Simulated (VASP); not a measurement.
# Au (Fm-3m) in VASP: further runs

The runs below take Au through single point, with revPBE+D3(BJ), BLYP+D4.

Program: VASP 6.6.1. These are calculated values, not measurements. Logs are shortened: lines on timing, memory, paths and dates and some standing lists are left out, and cuts for length are marked.

## (1) The cell of the first run

The structure is cubic, space group Fm-3m (No. 225). The conventional cell has a = 4.097 Å, b = 4.097 Å, c = 4.097 Å, α = 90.00°, β = 90.00°, γ = 90.00°. Au (site symmetry m-3m) has 12 Au at 2.90 Å within 3.8 Å.

## (2) Single point, revPBE+D3(BJ)

File INCAR:

```
  ALGO = Normal
  EDIFF = 1E-6
  ENCUT = 520
  GGA = RE
  ISIF = 2
  ISMEAR = -1
  IVDW = 12
  LASPH = True
  LCHARG = True
  LELF = True
  LREAL = False
  LVHAR = True
  LWAVE = False
  NBANDS = 12
  NELM = 60
  PREC = Accurate
  SIGMA = 0.05
```

File KPOINTS:

```
k-points
0
Gamma
  11 11 11
```

File POSCAR:

```
Au
1.0
    0.0000000000      2.0484772140      2.0484772140
    2.0484772140      0.0000000000      2.0484772140
    2.0484772140      2.0484772140      0.0000000000
Au
1
Direct
    0.0000000000      0.0000000000      0.0000000000
```

Potentials or basis: VASP PAW PBE potentials, release 64 (Au).

Launch:

```bash
cat potpaw_PBE.64/Au/POTCAR > POTCAR
mpirun -np 1 vasp_std > vasp.out
```

OUTCAR:

```text
EDIFF = 1E-6
   ENCUT = 520
   GGA = RE
   ISIF = 2
   ISMEAR = -1
   IVDW = 12
   LASPH = True
   LREAL = False
   NELM = 60
   PREC = Accurate
 IVDW          = 12

 ion  position               nearest neighbor table
   1  0.000  0.000  0.000-

  LATTYP: Found a face centered cubic cell.
 ALAT       =     4.0969544280

  Lattice vectors:

 A1 = (   0.0000000000,   2.0484772140,   2.0484772140)
 A2 = (   2.0484772140,   0.0000000000,   2.0484772140)
 A3 = (   2.0484772140,   2.0484772140,   0.0000000000)

Analysis of symmetry for initial positions (statically):
=====================================================================
 Subroutine PRICEL returns:
 Original cell was already a primitive cell.

 Routine SETGRP: Setting up the symmetry group for a
 face centered cubic supercell.

 Subroutine GETGRP returns: Found 48 space group operations
[... 9 lines left out ...]

 Routine SETGRP: Setting up the symmetry group for a
 face centered cubic supercell.

 Subroutine GETGRP returns: Found 48 space group operations
[... 11 lines left out ...]
                                     Primitive cell

  volume of cell :      17.1919

  direct lattice vectors                    reciprocal lattice vectors
     0.000000000  2.048477214  2.048477214    -0.244083750  0.244083750  0.244083750
     2.048477214  0.000000000  2.048477214     0.244083750 -0.244083750  0.244083750
     2.048477214  2.048477214  0.000000000     0.244083750  0.244083750 -0.244083750

  length of vectors
     2.896984258  2.896984258  2.896984258     0.422765456  0.422765456  0.422765456

  position of ions in fractional coordinates (direct lattice)
     0.000000000  0.000000000  0.000000000

  ion indices of the primitive-cell ions
   primitive index   ion index
                 1           1

----------------------------------------------------------------------------------------

 KPOINTS: k-points

Automatic generation of k-mesh.
 Grid dimensions read from file:
 generate k-points for:   11   11   11

 Generating k-lattice:

  Cartesian coordinates                     Fractional coordinates (reciprocal lattice)
    -0.022189432  0.022189432  0.022189432     0.090909091  0.000000000  0.000000000
     0.022189432 -0.022189432  0.022189432     0.000000000  0.090909091  0.000000000
     0.022189432  0.022189432 -0.022189432     0.000000000  0.000000000  0.090909091

  Length of vectors
     0.038433223  0.038433223  0.038433223

  Shift w.r.t. Gamma in fractional coordinates (k-lattice)
     0.000000000  0.000000000  0.000000000

 Subroutine IBZKPT returns following result:
 ===========================================

[... 50 lines left out ...]
   NSW    =      0    number of steps for IOM
   IBRION =     -1    ionic relax: 0-MD 1-quasi-New 2-CG
   NFREE  =      0    steps in history (QN), initial steepest desc. (CG)
   ISIF   =      2    stress and relaxation
   ISYM   =      2    0-nonsym 1-usesym 2-fastsym
   POTIM  = 0.5000    time-step for ionic-motion
   TEBEG  =    0.0;   TEEND  =   0.0 temperature during run
   PSTRESS=    0.0 pullay stress
   NELECT =      11.0000    total number of electrons
   NUPDOWN=      -1.0000    fix difference up-down
   EMIN   =  10.00;   EMAX   =-10.00  energy-range for DOS
[... 5 lines left out ...]
     AMIX     =   0.40;   BMIX     =  1.00
     AMIX_MAG =   1.60;   BMIX_MAG =  1.00
  volume/ion in A,a.u.               =      17.19       116.02
  Fermi-wavevector in a.u.,A,eV,Ry     =   1.410689  2.665816 27.076182  1.990043
  Thomas-Fermi vector in A             =   2.532617
   LORBIT       =      0    0 simple, 1 ext, 2 COOP (PROOUT), +10 PAW based schemes
   GGA     = RE    functional components
   LHFCALC =     F    Hartree Fock is set to
   AEXX    =    0.0000 exact exchange contribution
   IVDW    =    12    specifies the selected vdW correction
   LEPSILON=     F    determine dielectric tensor
   LRPA    =     F    only Hartree local field effects (RPA)
 non-spin polarized calculation
  energy-cutoff  :      520.00
  volume of cell :       17.19
 maximum number of plane-waves:       483
 NGX is ok and might be reduce to    24
   NGX = 11   NGY = 11   NGZ = 11

 number of electron      11.0000000 magnetization

 Free energy of the ion-electron system (eV)
  ---------------------------------------------------
  ext. energy  EPLUGINS =         0.00000000
  ---------------------------------------------------
  free energy    TOTEN  =        -2.71378384 eV

  energy without entropy =       -2.71268169  energy(sigma->0) =       -2.71323277

 E-fermi :   9.4642     XC(G=0): -12.6022

 val. band max:        9.3127611240   @ k =   0.4545   0.3636   0.0000
 cond. band min:       9.5805594665   @ k =  -0.4545   0.0909   0.0000
 fundamental gap:      0.2677983425
 Fermi energy:         9.4641951171

 k-point     1 :       0.0000    0.0000    0.0000
  band No.  band energies     occupation
      1      -0.3331      2.00000
      2       4.7558      2.00000
      3       4.7558      2.00000
      4       4.7558      2.00000
      5       6.2401      2.00000
      6       6.2401      2.00000
      7      23.9279      0.00000
      8      27.8969      0.00000
      9      27.8969      0.00000
     10      27.8969      0.00000
     11      32.7580      0.00000
     12      37.3103      0.00000
[... 331 lines left out ...]
 k-point    24 :      -0.1818    0.1818    0.0000
  band No.  band energies     occupation
      1       2.2148      2.00000
      2       4.1616      2.00000
      3       4.9536      2.00000
      4       5.6124      2.00000
      5       5.6490      2.00000
      6       7.4308      2.00000
      7      20.7407      0.00000
      8      22.6726      0.00000
      9      27.0486      0.00000
     10      28.5631      0.00000
     11      31.1289      0.00000
     12      33.8235      0.00000

 [... further k-points ...]

------------------------ aborting loop because EDIFF is reached ----------------------------------------

 Edisp (eV)   -1.25007

 E8    (eV) :    -0.8869

  FORCE on cell =-STRESS in cart. coord.  units (eV):
  Direction    XX          YY          ZZ          XY          YZ          ZX
  --------------------------------------------------------------------------------------
  -------------------------------------------------------------------------------------
  Total      -0.27607    -0.27607    -0.27607     0.00000    -0.00000     0.00000
  in kB     -25.72764   -25.72764   -25.72764     0.00000    -0.00000     0.00000
  external pressure =      -25.73 kB  Pullay stress =        0.00 kB

 VOLUME and BASIS-vectors are now :
 -----------------------------------------------------------------------------
  energy-cutoff  :      520.00
  volume of cell :       17.19
      direct lattice vectors                 reciprocal lattice vectors
     0.000000000  2.048477214  2.048477214    -0.244083750  0.244083750  0.244083750
     2.048477214  0.000000000  2.048477214     0.244083750 -0.244083750  0.244083750
     2.048477214  2.048477214  0.000000000     0.244083750  0.244083750 -0.244083750

 POSITION                                       TOTAL-FORCE (eV/Angst)
 -----------------------------------------------------------------------------------
      0.00000      0.00000      0.00000         0.000000      0.000000      0.000000
 -----------------------------------------------------------------------------------
    total drift:                               -0.000000      0.000000      0.000000

  FREE ENERGIE OF THE ION-ELECTRON SYSTEM (eV)
  ---------------------------------------------------
  free  energy   TOTEN  =        -3.9638586297 eV

  energy  without entropy=       -3.9627564827  energy(sigma->0) =       -3.96330756
```

Run time: 15 s. Hardware: 1 thread of Intel Xeon 6975P-C, shared host; peak memory 0.15 GiB.

What came out:

```
Free energy                : -3.9639 eV
Pressure                   : -2.6 GPa
Dispersion energy per atom : -1.250 eV
```

Caveat: the PAW data sets were made with another functional, which shifts forces and pressure a little; spin-orbit coupling is left out, which moves the levels of the heavy elements; pairwise dispersion overbinds metals, which lowers pressure and volume.

## (3) Single point, BLYP+D4

This run uses another cell than the first one, of 16.18 Å³/atom, 0.941 times its volume.

File INCAR:

```
SYSTEM = Au
AGGAC = 1.0
AGGAX = 1.0
ALDAC = 0.0
ALDAX = 1.0
ALGO = Fast
EDIFF = 1E-6
ENCUT = 520
GGA = B5
ISIF = 2
ISMEAR = -1
IVDW = 13
LASPH = .TRUE.
LCHARG = .FALSE.
LREAL = .FALSE.
LWAVE = .FALSE.
NBANDS = 12
NELM = 80
PREC = Accurate
SIGMA = 0.05
VDW_A1 = 0.44488865
VDW_A2 = 4.0933009
VDW_S6 = 1.0
VDW_S8 = 2.34076671
```

File KPOINTS:

```
k-points
0
G
  11 11 11
  0 0 0
```

File POSCAR:

```
Au
1.0
    0.0000000000      2.0074966285      2.0074966285
    2.0074966285      0.0000000000      2.0074966285
    2.0074966285      2.0074966285      0.0000000000
Au
1
Direct
    0.0000000000      0.0000000000      0.0000000000
```

Potentials or basis: VASP PAW PBE potentials, release 64 (Au).

Launch:

```bash
cat potpaw_PBE.64/Au/POTCAR > POTCAR
mpirun -np 1 vasp_std > vasp.out
```

OUTCAR:

```text
SYSTEM = Au
   EDIFF = 1E-6
   ENCUT = 520
   GGA = B5
   ISIF = 2
   ISMEAR = -1
   IVDW = 13
   LASPH = .TRUE.
   LREAL = .FALSE.
   NELM = 80
   PREC = Accurate

 ion  position               nearest neighbor table
   1  0.000  0.000  0.000-

  LATTYP: Found a face centered cubic cell.
 ALAT       =     4.0149932570

  Lattice vectors:

 A1 = (   0.0000000000,   2.0074966285,   2.0074966285)
 A2 = (   2.0074966285,   0.0000000000,   2.0074966285)
 A3 = (   2.0074966285,   2.0074966285,   0.0000000000)

Analysis of symmetry for initial positions (statically):
=====================================================================
 Subroutine PRICEL returns:
 Original cell was already a primitive cell.

 Routine SETGRP: Setting up the symmetry group for a
 face centered cubic supercell.

 Subroutine GETGRP returns: Found 48 space group operations
[... 9 lines left out ...]

 Routine SETGRP: Setting up the symmetry group for a
 face centered cubic supercell.

 Subroutine GETGRP returns: Found 48 space group operations
[... 11 lines left out ...]
                                     Primitive cell

  volume of cell :      16.1806

  direct lattice vectors                    reciprocal lattice vectors
     0.000000000  2.007496629  2.007496629    -0.249066421  0.249066421  0.249066421
     2.007496629  0.000000000  2.007496629     0.249066421 -0.249066421  0.249066421
     2.007496629  2.007496629  0.000000000     0.249066421  0.249066421 -0.249066421

  length of vectors
     2.839028958  2.839028958  2.839028958     0.431395695  0.431395695  0.431395695

  position of ions in fractional coordinates (direct lattice)
     0.000000000  0.000000000  0.000000000

  ion indices of the primitive-cell ions
   primitive index   ion index
                 1           1

----------------------------------------------------------------------------------------
[... 93 lines left out ...]
  Thomas-Fermi vector in A             =   2.558337
   LORBIT       =      0    0 simple, 1 ext, 2 COOP (PROOUT), +10 PAW based schemes
   GGA     = B5    functional components
   LHFCALC =     F    Hartree Fock is set to
   AEXX    =    0.0000 exact exchange contribution
   IVDW    =    13    specifies the selected vdW correction
   LEPSILON=     F    determine dielectric tensor
   LRPA    =     F    only Hartree local field effects (RPA)
 non-spin polarized calculation
 RMM-DIIS sequential band-by-band and
  energy-cutoff  :      520.00
  volume of cell :       16.18
 maximum number of plane-waves:       445
 NGX is ok and might be reduce to    24
   NGX = 11   NGY = 11   NGZ = 11

 number of electron      11.0000000 magnetization

 Free energy of the ion-electron system (eV)
  ---------------------------------------------------
  ext. energy  EPLUGINS =         0.00000000
  ---------------------------------------------------
  free energy    TOTEN  =        -2.17757344 eV

  energy without entropy =       -2.17645840  energy(sigma->0) =       -2.17701592

 E-fermi :  11.0537     XC(G=0): -12.3663

 val. band max:       10.8883945382   @ k =   0.4545   0.2727   0.0000
 cond. band min:      11.1695284158   @ k =  -0.4545   0.0909   0.0000
 fundamental gap:      0.2811338776
 Fermi energy:        11.0536539655

 k-point     1 :       0.0000    0.0000    0.0000
  band No.  band energies     occupation
      1       0.6428      2.00000
      2       5.9320      2.00000
      3       5.9320      2.00000
      4       5.9320      2.00000
      5       7.5907      2.00000
      6       7.5907      2.00000
      7      25.6694      0.00000
      8      29.8023      0.00000
      9      29.8023      0.00000
     10      29.8023      0.00000
     11      35.3591      0.00000
     12      40.2467      0.00000
[... 331 lines left out ...]
 k-point    24 :      -0.1818    0.1818    0.0000
  band No.  band energies     occupation
      1       3.3123      2.00000
      2       5.2876      2.00000
      3       6.1582      2.00000
      4       6.8826      2.00000
      5       6.9248      2.00000
      6       8.9192      2.00000
      7      22.8056      0.00000
      8      24.9274      0.00000
      9      29.0817      0.00000
     10      30.5063      0.00000
     11      33.5833      0.00000
     12      36.2444      0.00000

 [... further k-points ...]

------------------------ aborting loop because EDIFF is reached ----------------------------------------

  DFT-D4 for vdW energy calculation

  Edisp (eV):   -1.37367

  FORCE on cell =-STRESS in cart. coord.  units (eV):
  Direction    XX          YY          ZZ          XY          YZ          ZX
  --------------------------------------------------------------------------------------
  -------------------------------------------------------------------------------------
  Total       2.07071     2.07071     2.07071    -0.00000    -0.00000     0.00000
  in kB     205.03891   205.03891   205.03891    -0.00000    -0.00000     0.00000
  external pressure =      205.04 kB  Pullay stress =        0.00 kB

 VOLUME and BASIS-vectors are now :
 -----------------------------------------------------------------------------
  energy-cutoff  :      520.00
  volume of cell :       16.18
      direct lattice vectors                 reciprocal lattice vectors
     0.000000000  2.007496629  2.007496629    -0.249066421  0.249066421  0.249066421
     2.007496629  0.000000000  2.007496629     0.249066421 -0.249066421  0.249066421
     2.007496629  2.007496629  0.000000000     0.249066421  0.249066421 -0.249066421

 POSITION                                       TOTAL-FORCE (eV/Angst)
 -----------------------------------------------------------------------------------
      0.00000      0.00000      0.00000        -0.000000     -0.000000     -0.000000
 -----------------------------------------------------------------------------------
    total drift:                               -0.000000      0.000000     -0.000000

  FREE ENERGIE OF THE ION-ELECTRON SYSTEM (eV)
  ---------------------------------------------------
  free  energy   TOTEN  =        -3.5512385345 eV

  energy  without entropy=       -3.5501234917  energy(sigma->0) =       -3.55068101
```

OSZICAR:

```text
N       E                     dE             d eps       ncg     rms          rms(c)
DAV:   1     0.513057004874E+02    0.51306E+02   -0.55127E+03  1352   0.817E+02
DAV:   2    -0.173974047892E+01   -0.53045E+02   -0.50053E+02  1600   0.190E+02
DAV:   3    -0.245337713685E+01   -0.71364E+00   -0.71323E+00  1648   0.214E+01
DAV:   4    -0.245582033863E+01   -0.24432E-02   -0.24431E-02  1616   0.142E+00
DAV:   5    -0.245583856343E+01   -0.18225E-04   -0.18225E-04  1668   0.116E-01    0.107E+01
RMM:   6    -0.220311023993E+01    0.25273E+00   -0.27575E-01  1352   0.439E+00    0.640E+00
RMM:   7    -0.218020210457E+01    0.22908E-01   -0.40781E-02  1429   0.187E+00    0.271E+00
RMM:   8    -0.217756058894E+01    0.26415E-02   -0.41524E-03  1493   0.586E-01    0.285E-01
RMM:   9    -0.217756875215E+01   -0.81632E-05   -0.44669E-04  1606   0.176E-01    0.117E-01
RMM:  10    -0.217757234534E+01   -0.35932E-05   -0.70348E-05  1550   0.631E-02    0.824E-02
RMM:  11    -0.217757338900E+01   -0.10437E-05   -0.16874E-05  1448   0.261E-02    0.111E-02
RMM:  12    -0.217757343883E+01   -0.49823E-07   -0.25719E-06  1250   0.115E-02
   1 F= -.35512385E+01 E0= -.35506810E+01  d E =-.111504E-02
```

It took 25 s on 1 thread of Intel Xeon 6975P-C, shared host; peak memory 0.15 GiB.

What came out:

| Item | Value |
| --- | --- |
| Free energy | -3.5512 eV |
| Pressure | 20.5 GPa |
| Dispersion energy per atom | -1.374 eV |

Caveat: the PAW data sets were made with another functional, which shifts forces and pressure a little; spin-orbit coupling is left out, which moves the levels of the heavy elements; pairwise dispersion overbinds metals, which lowers pressure and volume.

## (4) Single point, BLYP+D4

This run uses another cell than the first one, of 16.52 Å³/atom, 0.961 times its volume.

File INCAR:

```
SYSTEM = Au
  PREC = Accurate
  ENCUT = 520
  EDIFF = 1E-6
  ISMEAR = -1
  SIGMA = 0.05
  LREAL = .False.
  LASPH = .True.
  NELM = 100
  ALGO = Fast
  ISIF = 2
  LWAVE = .False.
  LCHARG = .False.
  GGA = B5
  ALDAX = 1.0
  AGGAX = 1.0
  AGGAC = 1.0
  ALDAC = 0.0
  IVDW = 13
  VDW_S6 = 1.0
  VDW_S8 = 2.34076671
  VDW_A1 = 0.44488865
  VDW_A2 = 4.0933009
  NBANDS = 12
```

File KPOINTS:

```
regular mesh
0
Gamma
  11 11 11
  0 0 0
```

File POSCAR:

```
Au
1.0
    0.0000000000      2.0213418704      2.0213418704
    2.0213418704      0.0000000000      2.0213418704
    2.0213418704      2.0213418704      0.0000000000
Au
1
Direct
    0.0000000000      0.0000000000      0.0000000000
```

Launch:

```bash
cat potpaw_PBE.64/Au/POTCAR > POTCAR
mpirun -np 1 vasp_std > vasp.out
```

Run time: 26 s. Hardware: 1 thread of Intel Xeon 6975P-C, shared host; peak memory 0.14 GiB.

Results (log left out):

```yaml
Free_energy: -3.5892 eV
Pressure: 15.5 GPa
Dispersion_energy_per_atom: -1.346 eV
```

Levels at points of the mesh, in eV from the Fermi level:
| k point | band 3 | band 4 | band 5 | band 6 | band 7 | band 8 | band 9 | band 10 |
| --- | --- | --- | --- | --- | --- | --- | --- | --- |
| (0.00, 0.00, 0.00) | -5.02 | -5.02 | -3.42 | -3.42 | 14.64 | 18.65 | 18.65 | 18.65 |

Caveat: the PAW data sets were made with another functional, which shifts forces and pressure a little; spin-orbit coupling is left out, which moves the levels of the heavy elements; pairwise dispersion overbinds metals, which lowers pressure and volume.

[end of part 1 of 2]
